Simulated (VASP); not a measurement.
# S (P6/mmm) in VASP: further runs

The runs below take S through relaxation of cell and atoms, relaxation of shape and atoms at fixed volume, with PBE.

Everything below comes from runs of VASP 6.6.1. Logs are shortened: lines on timing, memory, paths and dates and some standing lists are left out, and cuts for length are marked.

### Step 1. The cell of the first run

It takes space group P6/mmm (No. 191, hexagonal). Conventional cell: a = 4.563 Å, b = 4.563 Å, c = 2.829 Å, α = 90.00°, β = 90.00°, γ = 120.00°. S (site symmetry 6/mmm) has 14 S at 2.83 to 2.99 Å within 3.7 Å. S (site symmetry -6m2) has 11 S at 2.63 to 2.99 Å within 3.5 Å.

This isn't the form of S at room conditions, which is orthorhombic, of S8 rings.

### Step 2. Relaxation of cell and atoms, PBE

INCAR

```
SYSTEM = S
PREC = Accurate
ENCUT = 600
EDIFF = 1E-6
ISMEAR = -1
SIGMA = 0.1
LREAL = .FALSE.
LASPH = .TRUE.
NELM = 60
ALGO = Normal
ISIF = 3
LWAVE = .FALSE.
LCHARG = .FALSE.
GGA = PE
IBRION = 2
NSW = 60
EDIFFG = -0.005
```

KPOINTS

```
Automatic mesh
0
G
  8 8 11
  0 0 0
```

POSCAR

```
S
1.0
    4.5626373533      0.0000000000      0.0000000000
   -2.2813186767      3.9513598562      0.0000000000
    0.0000000000      0.0000000000      2.8288351591
S
3
Direct
    0.0000000000      0.0000000000      0.0000000000
    0.3333333333      0.6666666667      0.5000000000
    0.6666666667      0.3333333333      0.5000000000
```

Potentials or basis: VASP PAW PBE potentials, release 64 (S).

On the command line:

```
$ cat potpaw_PBE.64/S/POTCAR > POTCAR
$ mpirun -np 1 vasp_std > vasp.out
```

OUTCAR:

```text
SYSTEM = S
   PREC = Accurate
   ENCUT = 600
   EDIFF = 1E-6
   ISMEAR = -1
   LREAL = .FALSE.
   LASPH = .TRUE.
   NELM = 60
   ISIF = 3
   GGA = PE
   IBRION = 2
   NSW = 60
   EDIFFG = -0.005

 ion  position               nearest neighbor table
   1  0.000  0.000  0.000-
   2  0.333  0.667  0.500-   3 2.63   3 2.63   3 2.63
   3  0.667  0.333  0.500-   2 2.63   2 2.63   2 2.63

  LATTYP: Found a hexagonal cell.
 ALAT       =     4.5626373533
 C/A-ratio  =     0.6200000000

  Lattice vectors:

 A1 = (   4.5626373533,   0.0000000000,   0.0000000000)
 A2 = (  -2.2813186767,   3.9513598562,   0.0000000000)
 A3 = (   0.0000000000,   0.0000000000,   2.8288351591)

Analysis of symmetry for initial positions (statically):
=====================================================================
 Subroutine PRICEL returns:
 Original cell was already a primitive cell.

 Routine SETGRP: Setting up the symmetry group for a
 hexagonal supercell.

 Subroutine GETGRP returns: Found 24 space group operations
 (whereof 24 operations were pure point group operations)
 out of a pool of 24 trial point group operations.

The static configuration has the point symmetry D_6h.

Analysis of symmetry for dynamics (positions and initial velocities):
=====================================================================
 Subroutine PRICEL returns:
 Original cell was already a primitive cell.

 Routine SETGRP: Setting up the symmetry group for a
 hexagonal supercell.

 Subroutine GETGRP returns: Found 24 space group operations
 (whereof 24 operations were pure point group operations)
 out of a pool of 24 trial point group operations.

The dynamic configuration has the point symmetry D_6h.

 Subroutine INISYM returns: Found 24 space group operations
 (whereof 24 operations are pure point group operations),
 and found     1 'primitive' translations

----------------------------------------------------------------------------------------

                                     Primitive cell

  volume of cell :      51.0000

  direct lattice vectors                    reciprocal lattice vectors
     4.562637353  0.000000000  0.000000000     0.219171484  0.126538715  0.000000000
    -2.281318677  3.951359856  0.000000000     0.000000000  0.253077431  0.000000000
     0.000000000  0.000000000  2.828835159     0.000000000  0.000000000  0.353502394

  length of vectors
     4.562637353  4.562637353  2.828835159     0.253077431  0.253077431  0.353502394

  position of ions in fractional coordinates (direct lattice)
     0.000000000  0.000000000  0.000000000
     0.333333333  0.666666667  0.500000000
     0.666666667  0.333333333  0.500000000

  ion indices of the primitive-cell ions
   primitive index   ion index
                 1           1
                 2           2
                 3           3

----------------------------------------------------------------------------------------

 KPOINTS: Automatic mesh

Automatic generation of k-mesh.
 Grid dimensions read from file:
 generate k-points for:    8    8   11

 Generating k-lattice:

  Cartesian coordinates                     Fractional coordinates (reciprocal lattice)
     0.027396436  0.015817339  0.000000000     0.125000000  0.000000000  0.000000000
     0.000000000  0.031634679  0.000000000     0.000000000  0.125000000  0.000000000
     0.000000000  0.000000000  0.032136581     0.000000000  0.000000000  0.090909091

  Length of vectors
     0.031634679  0.031634679  0.032136581

  Shift w.r.t. Gamma in fractional coordinates (k-lattice)
     0.000000000  0.000000000  0.000000000

 Subroutine IBZKPT returns following result:
 ===========================================

 Found     60 irreducible k-points:

 Following reciprocal coordinates:
            Coordinates               Weight
  0.000000  0.000000  0.000000      1.000000
  0.125000  0.000000  0.000000      6.000000
  0.250000  0.000000  0.000000      6.000000
  0.375000 -0.000000  0.000000      6.000000
  0.500000  0.000000  0.000000      3.000000
  0.125000  0.125000  0.000000      6.000000
[... 16 lines left out ...]
  0.250000  0.000000  0.181818     12.000000
  0.375000 -0.000000  0.181818     12.000000
 [... further k-points ...]
   k-points           NKPTS =     60   k-points in BZ     NKDIM =     60   number of bands    NBANDS=     13
   number of dos      NEDOS =    301   number of ions     NIONS =      3
   total plane-waves  NPLWV =  31104
   dimension x,y,z NGX =    36 NGY =   36 NGZ =   24
   dimension x,y,z NGXF=    72 NGYF=   72 NGZF=   48
   ions per type =               3
   NGX,Y,Z   is equivalent  to a cutoff of  13.12, 13.12, 14.10 a.u.
   NGXF,Y,Z  is equivalent  to a cutoff of  26.23, 26.23, 28.21 a.u.
 SYSTEM =  S
   PREC   = accura    normal or accurate (medium, high low for compatibility)
   ISTART =      0    job   : 0-new  1-cont  2-samecut
   ICHARG =      2    charge: 1-file 2-atom 10-const
   ISPIN  =      1    spin polarized calculation?
   LNONCOLLINEAR =      F non collinear calculations
   LSORBIT =      F    spin-orbit coupling
   LASPH  =      T    aspherical Exc in radial PAW
   ENCUT  =  600.0 eV  44.10 Ry    6.64 a.u.   9.11  9.11  5.65*2*pi/ulx,y,z
   NELM   =     60;   NELMIN=  2; NELMDL= -5     # of ELM steps
   EDIFF  = 0.1E-05   stopping-criterion for ELM
   LREAL  =      F    real-space projection
   EDIFFG = -.5E-02   stopping-criterion for IOM
   NSW    =     60    number of steps for IOM
   IBRION =      2    ionic relax: 0-MD 1-quasi-New 2-CG
   NFREE  =      1    steps in history (QN), initial steepest desc. (CG)
   ISIF   =      3    stress and relaxation
   ISYM   =      2    0-nonsym 1-usesym 2-fastsym
   POTIM  = 0.5000    time-step for ionic-motion
   TEBEG  =    0.0;   TEEND  =   0.0 temperature during run
   PSTRESS=    0.0 pullay stress
   NELECT =      18.0000    total number of electrons
   NUPDOWN=      -1.0000    fix difference up-down
   EMIN   =  10.00;   EMAX   =-10.00  energy-range for DOS
   EFERMI =   0.00;   METHOD = LEGACY
   ISMEAR =    -1;   SIGMA  =   0.10  broadening in eV -4-tet -1-fermi 0-gaus
   EFERMI_NEDOS =   21; number of points for ismear=-14 and -15
   IALGO  =     38    algorithm
   IMIX   =      4    mixing-type and parameters
     AMIX     =   0.40;   BMIX     =  1.00
     AMIX_MAG =   1.60;   BMIX_MAG =  1.00
  volume/ion in A,a.u.               =      17.00       114.72
  Fermi-wavevector in a.u.,A,eV,Ry     =   1.156935  2.186290 18.211377  1.338498
  Thomas-Fermi vector in A             =   2.293551
   LORBIT       =      0    0 simple, 1 ext, 2 COOP (PROOUT), +10 PAW based schemes
   GGA     = PE    functional components
   LHFCALC =     F    Hartree Fock is set to
   AEXX    =    0.0000 exact exchange contribution
   IVDW    =     0    specifies the selected vdW correction
   LEPSILON=     F    determine dielectric tensor
   LRPA    =     F    only Hartree local field effects (RPA)
 conjugate gradient relaxation of ions
 non-spin polarized calculation
  energy-cutoff  :      600.00
  volume of cell :       51.00
 maximum number of plane-waves:      1721
   NGX = 19   NGY = 19   NGZ = 11

--------------------------------------- Ionic step        1  -------------------------------------------

 number of electron      18.0000002 magnetization

 Free energy of the ion-electron system (eV)
  ---------------------------------------------------
  ext. energy  EPLUGINS =         0.00000000
  ---------------------------------------------------
  free energy    TOTEN  =        -8.85478474 eV

  energy without entropy =       -8.76886098  energy(sigma->0) =       -8.81182286

------------------------ aborting loop because EDIFF is reached ----------------------------------------

  FORCE on cell =-STRESS in cart. coord.  units (eV):
  Direction    XX          YY          ZZ          XY          YZ          ZX
  --------------------------------------------------------------------------------------
  -------------------------------------------------------------------------------------
  Total       -1.2160709     -1.2160709     -1.3182631      0.0000000      0.0000000      0.0000000
  in kB      -38.2031606    -38.2031606    -41.4135543      0.0000000      0.0000000      0.0000000
  external PRESSURE =     -39.2732919 kB  Pullay stress =       0.0000000 kB
[... 866 lines left out ...]
 k-point    24 :       0.3750   -0.0000    0.1818
  band No.  band energies     occupation
      1     -10.8479      2.00000
      2     -10.4658      2.00000
      3     -10.2894      2.00000
      4      -0.6808      2.00000
      5       0.1189      2.00000
      6       1.3446      2.00000
      7       1.7108      2.00000
      8       1.9744      2.00000
      9       2.5879      2.00000
     10       7.7025      0.00000
     11       7.8581      0.00000
     12       8.0444      0.00000
     13      11.1603      0.00000

 [... further k-points ...]

[... ionic steps 4 to 34 ...]

--------------------------------------- Ionic step       35  -------------------------------------------

 number of electron      17.9999978 magnetization

------------------------ aborting loop because EDIFF is reached ----------------------------------------

  FORCE on cell =-STRESS in cart. coord.  units (eV):
  Direction    XX          YY          ZZ          XY          YZ          ZX
  --------------------------------------------------------------------------------------
  -------------------------------------------------------------------------------------
  Total       -0.0017923     -0.0017923      0.0388661      0.0000000      0.0000000      0.0000000
  in kB       -0.0353881     -0.0353881      0.7673893      0.0000000      0.0000000      0.0000000
  external PRESSURE =       0.2322044 kB  Pullay stress =       0.0000000 kB
[... 59 lines left out ...]
  energy  without entropy=       -9.9919853601  energy(sigma->0) =      -10.04683826

--------------------------------------- Ionic step       37  -------------------------------------------

 number of electron      17.9999979 magnetization

 Free energy of the ion-electron system (eV)
  ---------------------------------------------------
  ext. energy  EPLUGINS =         0.00000000
  ---------------------------------------------------
  free energy    TOTEN  =       -10.10169683 eV

  energy without entropy =       -9.99176320  energy(sigma->0) =      -10.04673002

 E-fermi :   1.6764     XC(G=0):  -8.1573

 val. band max:        1.6643667711   @ k =   0.2500   0.1250   0.3636
 cond. band min:       1.7404650162   @ k =   0.3750  -0.0000   0.3636
 fundamental gap:      0.0760982451
 Fermi energy:         1.6764474669

 k-point     1 :       0.0000    0.0000    0.0000
  band No.  band energies     occupation
      1     -13.7884      2.00000
      2     -13.4401      2.00000
      3     -13.4282      2.00000
      4      -2.4733      2.00000
      5      -2.4733      2.00000
      6      -2.4596      2.00000
      7      -2.4596      2.00000
      8      -0.9740      2.00000
      9      -0.9740      2.00000
     10       5.6771      0.00000
     11       9.9454      0.00000
     12      11.8143      0.00000
[... 399 lines left out ...]
  FREE ENERGIE OF THE ION-ELECTRON SYSTEM (eV)
  ---------------------------------------------------
  free  energy   TOTEN  =       -10.1016968312 eV

  energy  without entropy=       -9.9917632012  energy(sigma->0) =      -10.04673002

 reached required accuracy - stopping structural energy minimisation
```

Wall time 5.1 min (1 thread of Intel Xeon 6975P-C (Granite Rapids), shared host); peak memory 0.18 GiB.

What came out:

* Free energy: -10.1017 eV
* Relaxed volume: 27.06 Å³/atom
* Relaxed cell: a = 6.631 Å, b = 6.631 Å, c = 2.132 Å, α = 90.00°, β = 90.00°, γ = 120.00°
* Space group after relaxing (to 0.1 Å): P6/mmm (No. 191)
* Energy gained by relaxing: 415.6 meV/atom
* Ionic steps: 37
* Pressure after relaxing: 0.0 GPa
* Band gap on the k mesh: zero (bands 9 and 10 overlap by 1.67 eV)

The path:
```csv
step,energy change (eV),largest force (eV/Å),pressure (GPa),volume (Å³)
1,0.0000,0.0000,-3.93,51.00
2,-0.0355,0.0000,0.43,47.99
3,-0.0358,0.0000,0.03,48.22
4,-0.0378,0.0000,0.04,48.18
5,-0.0500,0.0000,0.09,48.04
6,-0.0961,0.0000,0.33,47.74
7,-0.2591,0.0000,1.78,46.99
8,-0.3580,0.0000,13.07,44.97
9,-0.3642,0.0000,8.53,45.59
10,-0.3716,0.0000,10.79,45.26
11,-0.3697,0.0000,11.61,45.15
12,-0.3656,0.0000,12.28,45.06
13,-0.3805,0.0000,11.75,45.26
14,-0.4219,0.0000,10.21,45.87
15,-0.4890,0.0000,7.34,47.08
16,-0.5664,0.0000,2.50,49.59
17,-0.5329,0.0000,-4.40,54.85
18,-0.5805,0.0000,-0.47,51.51
19,-0.6103,0.0000,-0.38,51.94
20,-0.6972,0.0000,0.27,53.20
21,-0.8582,0.0000,1.93,55.66
22,-0.9549,0.0000,7.23,60.19
23,-0.9730,0.0000,5.11,58.99
24,-0.9725,0.0000,5.81,59.43
25,-1.0125,0.0000,5.47,61.17
26,-1.1053,0.0000,4.82,66.52
27,-1.1873,0.0000,2.83,77.85
28,-1.2432,0.0000,0.71,80.02
29,-1.2468,0.0000,-0.01,80.78
30,-1.2468,0.0000,0.04,80.72
31,-1.2468,0.0000,0.05,80.74
32,-1.2469,0.0000,0.05,80.82
33,-1.2469,0.0000,0.03,80.99
34,-1.2469,0.0000,0.03,81.04
35,-1.2469,0.0000,0.02,81.15
36,-1.2469,0.0000,-0.03,81.25
37,-1.2469,0.0000,-0.01,81.19
```

Final structure:
```xyz
3
Lattice="6.6309 0.0000 0.0000 -3.3154 5.7425 0.0000 0.0000 0.0000 2.1323" Properties=species:S:1:pos:R:3 pbc="T T T"
S     0.0000    0.0000    0.0000
S     0.0000    3.8283    1.0662
S     3.3154    1.9142    1.0662
```

Caveat: the volume moved by over 15 % at a fixed basis, so the end points are rough.

### Step 3. Relaxation of shape and atoms at fixed volume, PBE

This run uses another cell than the first one, of 18.36 Å³/atom.

INCAR

```
SYSTEM = S
ALGO = Normal
EDIFF = 1E-7
EDIFFG = -0.005
ENCUT = 600
GGA = PE
IBRION = 2
ISIF = 4
ISMEAR = -1
LASPH = .TRUE.
LCHARG = .FALSE.
LREAL = .FALSE.
LWAVE = .FALSE.
NELM = 100
NSW = 50
PREC = Accurate
SIGMA = 0.1
```

KPOINTS

```
k-points
0
G
  8 8 11
  0 0 0
```

POSCAR

```
S
1.0
    5.8651353904      0.0000000000      0.0000000000
   -2.9325676952      5.0793562447      0.0000000000
    0.0000000000      0.0000000000      1.8490394570
S
3
Direct
    0.0000000000      0.0000000000      0.0000000000
    0.3333333333      0.6666666667      0.5000000000
    0.6666666667      0.3333333333      0.5000000000
```

Potentials or basis: VASP PAW PBE potentials, release 64 (S).

On the command line:

```
$ cat potpaw_PBE.64/S/POTCAR > POTCAR
$ mpirun -np 1 vasp_std > vasp.out
```

It took 78 s on 1 thread of Intel Xeon 6975P-C (Granite Rapids), shared host; peak memory 0.2 GiB.

The run converged. Its results:

```
Free energy               : -9.7378 eV
Energy gained by relaxing : 546.3 meV/atom
Ionic steps               : 6
Pressure after relaxing   : 5.2 GPa
Band gap on the k mesh    : zero (bands 9 and 10 overlap by 2.28 eV)
```

The path:
| step | energy change (eV) | largest force (eV/Å) | pressure (GPa) | volume (Å³) |
| --- | --- | --- | --- | --- |
| 1 | 0.0000 | 0.0000 | 35.06 | 55.08 |
| 2 | -1.0539 | 0.0000 | -6.69 | 55.08 |
| 3 | -1.6389 | 0.0000 | 5.32 | 55.08 |
| 4 | -1.6386 | 0.0000 | 4.93 | 55.08 |
| 5 | -1.6390 | 0.0000 | 5.15 | 55.08 |
| 6 | -1.6390 | 0.0000 | 5.19 | 55.08 |

Final structure:
```yaml
crystal:
  lattice:
    - [5.45906, 0.00000, 0.00000]
    - [-2.72953, 4.72769, 0.00000]
    - [0.00000, 0.00000, 2.13435]
  atoms:
    - { symbol: S, position: [0.00000, 0.00000, 0.00000] }
    - { symbol: S, position: [0.33333, 0.66667, 0.50000] }
    - { symbol: S, position: [0.66667, 0.33333, 0.50000] }
```

Levels at points of the mesh, in eV from the Fermi level:
| k point | band 6 | band 7 | band 8 | band 9 | band 10 | band 11 | band 12 | band 13 |
| --- | --- | --- | --- | --- | --- | --- | --- | --- |
| (0.00, 0.00, 0.00) | -5.10 | -5.10 | -0.95 | -0.95 | 5.52 | 9.63 | 10.25 | 10.25 |
| (0.50, 0.00, 0.00) | -4.35 | -2.34 | -2.29 | -2.20 | 5.38 | 8.28 | 8.30 | 8.63 |

Caveat: a cell axis changed by over 15 % at a fixed basis, so the end point is rough.
